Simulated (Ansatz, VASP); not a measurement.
Two plane-wave programs on W

```
W
1.0
    -1.57570    1.57570    1.57570
     1.57570   -1.57570    1.57570
     1.57570    1.57570   -1.57570
W
1
Direct
  0.00000 0.00000 0.00000
```

Alike in both runs: task single point; functional PBE; k mesh 18 × 18 × 18; occupations gaussian, width 0.1 eV; no spin polarisation.

|  | VASP | Ansatz |
| --- | --- | --- |
| version | VASP 6.6.1 | Ansatz 0.2.0 |
| potentials or method | VASP PAW PBE potentials, release 64 (W_sv), cutoff 520 eV | scalar-relativistic, plane waves, PAW |
| valence electrons in the cell | 14 | 14 |

|  | VASP | Ansatz | Ansatz less VASP |
| --- | --- | --- | --- |
| gap on the k mesh at the Fermi level (eV) | none | none | - |
| pressure (GPa) | 10.6 | 9.9 | -0.64 |

A gap of «none» marks a metal or a gap that the smearing closes. The functional is the same, so the differences come from potentials, cutoffs and numerics.

Spin-orbit coupling is off throughout.
